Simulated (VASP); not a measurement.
# In (Fm-3m) in VASP: further runs

In is run at these levels: r2SCAN; tasks: single point.

Program: VASP 6.6.1. These are calculated values, not measurements. Logs are shortened: lines on timing, memory, paths and dates and some standing lists are left out, and cuts for length are marked.

## 1. The cell of the first run

It takes space group Fm-3m (No. 225, cubic). Conventional cell: a = 4.758 Å, b = 4.758 Å, c = 4.758 Å, α = 90.00°, β = 90.00°, γ = 90.00°. Within 4.4 Å of In (site symmetry m-3m) lie 12 In at 3.36 Å.

## 2. Single point, r2SCAN

POSCAR reads:

```
In
1.0
    0.0000000000      2.3791983832      2.3791983832
    2.3791983832      0.0000000000      2.3791983832
    2.3791983832      2.3791983832      0.0000000000
In
1
Direct
    0.0000000000      0.0000000000      0.0000000000
```

INCAR.step1 reads:

```
SYSTEM = In
PREC = Accurate
ENCUT = 520
ISMEAR = -1
SIGMA = 0.1
LREAL = .False.
LASPH = .True.
NELM = 80
NBANDS = 12
GGA = PE
ALGO = Normal
EDIFF = 1E-4
LWAVE = .True.
LCHARG = .False.
```

INCAR.step2 reads:

```
SYSTEM = In
PREC = Accurate
ENCUT = 520
EDIFF = 1E-6
ISMEAR = -1
SIGMA = 0.1
LREAL = .False.
LASPH = .True.
NELM = 80
ALGO = Normal
ISIF = 2
LWAVE = .False.
LCHARG = .False.
METAGGA = R2SCAN
LMIXTAU = .True.
NBANDS = 12
ISTART = 1
```

KPOINTS reads:

```
Automatic mesh
0
Gamma
  12 12 12
  0 0 0
```

Potentials or basis: VASP PAW PBE potentials, release 64 (In_d).

On the command line:

```
$ cat potpaw_PBE.64/In_d/POTCAR > POTCAR
$ cp INCAR.step1 INCAR
$ mpirun -np 1 vasp_std > vasp.out
$ cp INCAR.step2 INCAR
$ mpirun -np 1 vasp_std > vasp.out
```

OUTCAR:

```text
SYSTEM = In
   PREC = Accurate
   ENCUT = 520
   EDIFF = 1E-6
   ISMEAR = -1
   LREAL = .False.
   LASPH = .True.
   NELM = 80
   ISIF = 2
   METAGGA = R2SCAN
   ISTART = 1

 ion  position               nearest neighbor table
   1  0.000  0.000  0.000-

  LATTYP: Found a face centered cubic cell.
 ALAT       =     4.7583967664

  Lattice vectors:

 A1 = (   0.0000000000,   2.3791983832,   2.3791983832)
 A2 = (   2.3791983832,   0.0000000000,   2.3791983832)
 A3 = (   2.3791983832,   2.3791983832,   0.0000000000)

Analysis of symmetry for initial positions (statically):
=====================================================================
 Subroutine PRICEL returns:
 Original cell was already a primitive cell.

 Routine SETGRP: Setting up the symmetry group for a
 face centered cubic supercell.

 Subroutine GETGRP returns: Found 48 space group operations
 (whereof 48 operations were pure point group operations)
 out of a pool of 48 trial point group operations.

The static configuration has the point symmetry O_h .

Analysis of symmetry for dynamics (positions and initial velocities):
=====================================================================
 Subroutine PRICEL returns:
 Original cell was already a primitive cell.

 Routine SETGRP: Setting up the symmetry group for a
 face centered cubic supercell.

 Subroutine GETGRP returns: Found 48 space group operations
 (whereof 48 operations were pure point group operations)
 out of a pool of 48 trial point group operations.

The dynamic configuration has the point symmetry O_h .

 Subroutine INISYM returns: Found 48 space group operations
 (whereof 48 operations are pure point group operations),
 and found     1 'primitive' translations

----------------------------------------------------------------------------------------

                                     Primitive cell

  volume of cell :      26.9353

  direct lattice vectors                    reciprocal lattice vectors
     0.000000000  2.379198383  2.379198383    -0.210154817  0.210154817  0.210154817
     2.379198383  0.000000000  2.379198383     0.210154817 -0.210154817  0.210154817
     2.379198383  2.379198383  0.000000000     0.210154817  0.210154817 -0.210154817

  length of vectors
     3.364694621  3.364694621  3.364694621     0.363998820  0.363998820  0.363998820

  position of ions in fractional coordinates (direct lattice)
     0.000000000  0.000000000  0.000000000

  ion indices of the primitive-cell ions
   primitive index   ion index
                 1           1

----------------------------------------------------------------------------------------

 KPOINTS: Automatic mesh

Automatic generation of k-mesh.
 Grid dimensions read from file:
 generate k-points for:   12   12   12

 Generating k-lattice:

  Cartesian coordinates                     Fractional coordinates (reciprocal lattice)
    -0.017512901  0.017512901  0.017512901     0.083333333  0.000000000  0.000000000
     0.017512901 -0.017512901  0.017512901     0.000000000  0.083333333  0.000000000
     0.017512901  0.017512901 -0.017512901     0.000000000  0.000000000  0.083333333

  Length of vectors
     0.030333235  0.030333235  0.030333235

  Shift w.r.t. Gamma in fractional coordinates (k-lattice)
     0.000000000  0.000000000  0.000000000

 Subroutine IBZKPT returns following result:
 ===========================================

 Found     72 irreducible k-points:

 Following reciprocal coordinates:
            Coordinates               Weight
  0.000000  0.000000  0.000000      1.000000
  0.083333  0.000000  0.000000      8.000000
  0.166667  0.000000  0.000000      8.000000
  0.250000  0.000000  0.000000      8.000000
  0.333333  0.000000  0.000000      8.000000
  0.416667  0.000000  0.000000      8.000000
[... 16 lines left out ...]
  0.500000  0.166667  0.000000     24.000000
 -0.416667  0.166667  0.000000     24.000000
 [... further k-points ...]
   k-points           NKPTS =     72   k-points in BZ     NKDIM =     72   number of bands    NBANDS=     12
   number of dos      NEDOS =    301   number of ions     NIONS =      1
   total plane-waves  NPLWV =  21952
   dimension x,y,z NGX =    28 NGY =   28 NGZ =   28
   dimension x,y,z NGXF=    56 NGYF=   56 NGZF=   56
   ions per type =               1
   NGX,Y,Z   is equivalent  to a cutoff of  13.83, 13.83, 13.83 a.u.
   NGXF,Y,Z  is equivalent  to a cutoff of  27.67, 27.67, 27.67 a.u.
 SYSTEM =  In
   PREC   = accura    normal or accurate (medium, high low for compatibility)
   ISTART =      1    job   : 0-new  1-cont  2-samecut
   ICHARG =      0    charge: 1-file 2-atom 10-const
   ISPIN  =      1    spin polarized calculation?
   LNONCOLLINEAR =      F non collinear calculations
   LSORBIT =      F    spin-orbit coupling
   LASPH  =      T    aspherical Exc in radial PAW
   ENCUT  =  520.0 eV  38.22 Ry    6.18 a.u.   6.26  6.26  6.26*2*pi/ulx,y,z
   NELM   =     80;   NELMIN=  2; NELMDL=  0     # of ELM steps
   EDIFF  = 0.1E-05   stopping-criterion for ELM
   LREAL  =      F    real-space projection
[... 7 lines left out ...]
   TEBEG  =    0.0;   TEEND  =   0.0 temperature during run
   PSTRESS=    0.0 pullay stress
   NELECT =      13.0000    total number of electrons
   NUPDOWN=      -1.0000    fix difference up-down
   EMIN   =  10.00;   EMAX   =-10.00  energy-range for DOS
   EFERMI =   0.00;   METHOD = LEGACY
   ISMEAR =    -1;   SIGMA  =   0.10  broadening in eV -4-tet -1-fermi 0-gaus
   EFERMI_NEDOS =   21; number of points for ismear=-14 and -15
   IALGO  =     38    algorithm
   IMIX   =      4    mixing-type and parameters
     AMIX     =   0.40;   BMIX     =  1.00
     AMIX_MAG =   1.60;   BMIX_MAG =  1.00
  volume/ion in A,a.u.               =      26.94       181.77
  Fermi-wavevector in a.u.,A,eV,Ry     =   1.284149  2.426689 22.436520  1.649038
  Thomas-Fermi vector in A             =   2.416359
   LORBIT       =      0    0 simple, 1 ext, 2 COOP (PROOUT), +10 PAW based schemes
   METAGGA = R2SCAN    functional components
   LHFCALC =     F    Hartree Fock is set to
   AEXX    =    0.0000 exact exchange contribution
   IVDW    =     0    specifies the selected vdW correction
   LEPSILON=     F    determine dielectric tensor
   LRPA    =     F    only Hartree local field effects (RPA)
 non-spin polarized calculation
  energy-cutoff  :      520.00
  volume of cell :       26.94
 maximum number of plane-waves:       745
 NGX is ok and might be reduce to    28
   NGX = 13   NGY = 13   NGZ = 13

 number of electron      13.0000000 magnetization

 Free energy of the ion-electron system (eV)
  ---------------------------------------------------
  ext. energy  EPLUGINS =         0.00000000
  ---------------------------------------------------
  free energy    TOTEN  =       -22.57729112 eV

  energy without entropy =      -22.56158556  energy(sigma->0) =      -22.56943834

 E-fermi :   7.1434     XC(G=0): -10.9246

 val. band max:        7.1396782029   @ k =  -0.3333   0.3333   0.0000
 cond. band min:       7.2292015972   @ k =  -0.2500   0.4167   0.1667
 fundamental gap:      0.0895233943
 Fermi energy:         7.1433982480

 k-point     1 :       0.0000    0.0000    0.0000
  band No.  band energies     occupation
      1      -8.0444      2.00000
      2      -8.0444      2.00000
      3      -8.0444      2.00000
      4      -7.8782      2.00000
      5      -7.8782      2.00000
      6      -2.6743      2.00000
      7      18.0871      0.00000
      8      18.0871      0.00000
      9      18.0871      0.00000
     10      19.2293      0.00000
     11      21.4911      0.00000
     12      21.4911      0.00000

 k-point     2 :       0.0833    0.0000    0.0000
  band No.  band energies     occupation
      1      -8.0465      2.00000
      2      -8.0329      2.00000
      3      -8.0329      2.00000
      4      -7.8794      2.00000
      5      -7.8794      2.00000
      6      -2.5176      2.00000
      7      16.2281      0.00000
      8      17.7953      0.00000
      9      17.7953      0.00000
     10      18.9928      0.00000
     11      21.9876      0.00000
     12      21.9876      0.00000

 k-point     3 :       0.1667    0.0000    0.0000
  band No.  band energies     occupation
      1      -8.0542      2.00000
      2      -8.0101      2.00000
      3      -8.0101      2.00000
      4      -7.8735      2.00000
      5      -7.8734      2.00000
      6      -2.0430      2.00000
      7      13.2730      0.00000
      8      17.2161      0.00000
      9      17.2161      0.00000
     10      18.9006      0.00000
     11      22.8847      0.00000
     12      22.9212      0.00000
[... 286 lines left out ...]
 k-point    23 :       0.5000    0.1667    0.0000
  band No.  band energies     occupation
      1      -8.1025      2.00000
      2      -8.0176      2.00000
      3      -7.9583      2.00000
      4      -7.8162      2.00000
      5      -7.7203      2.00000
      6       2.4012      2.00000
      7       5.2261      2.00000
      8      12.4533      0.00000
      9      14.0441      0.00000
     10      16.6695      0.00000
     11      22.7067      0.00000
     12      22.9801      0.00000

 k-point    24 :      -0.4167    0.1667    0.0000
  band No.  band energies     occupation
      1      -8.0852      2.00000
      2      -8.0219      2.00000
      3      -7.9655      2.00000
      4      -7.7947      2.00000
      5      -7.7452      2.00000
      6       2.8930      2.00000
      7       4.6432      2.00000
      8      11.8459      0.00000
      9      14.5971      0.00000
     10      17.0354      0.00000
     11      22.1592      0.00000
     12      22.4882      0.00000

 [... further k-points ...]

------------------------ aborting loop because EDIFF is reached ----------------------------------------

  FORCE on cell =-STRESS in cart. coord.  units (eV):
  Direction    XX          YY          ZZ          XY          YZ          ZX
  --------------------------------------------------------------------------------------
  -------------------------------------------------------------------------------------
  Total       -0.1751972     -0.1751972     -0.1751972     -0.0000000     -0.0000000     -0.0000000
  in kB      -10.4211519    -10.4211519    -10.4211519     -0.0000000     -0.0000000     -0.0000000
  external PRESSURE =     -10.4211519 kB  Pullay stress =       0.0000000 kB

 VOLUME and BASIS-vectors are now :
 -----------------------------------------------------------------------------
  energy-cutoff  :      520.00
  volume of cell :       26.94
      direct lattice vectors                 reciprocal lattice vectors
     0.000000000  2.379198383  2.379198383    -0.210154817  0.210154817  0.210154817
     2.379198383  0.000000000  2.379198383     0.210154817 -0.210154817  0.210154817
     2.379198383  2.379198383  0.000000000     0.210154817  0.210154817 -0.210154817

 POSITION                                       TOTAL-FORCE (eV/Angst)
 -----------------------------------------------------------------------------------
      0.00000      0.00000      0.00000        -0.000000      0.000000      0.000000
 -----------------------------------------------------------------------------------
    total drift:                               -0.000000     -0.000000     -0.000000

  FREE ENERGIE OF THE ION-ELECTRON SYSTEM (eV)
  ---------------------------------------------------
  free  energy   TOTEN  =       -22.5772911199 eV

  energy  without entropy=      -22.5615855618  energy(sigma->0) =      -22.56943834
```

It took 2.8 min on 1 thread of AMD EPYC 7R43 (Zen 3), shared host; peak memory 0.13 GiB.

Results:

```
Free energy : -22.5773 eV
Pressure    : -1.0 GPa
```

Caveat: the PAW data sets were made with another functional, which shifts forces and pressure a little; spin-orbit coupling is left out, which moves the levels of the heavy elements.

(Part 1 of 2 ends here.)
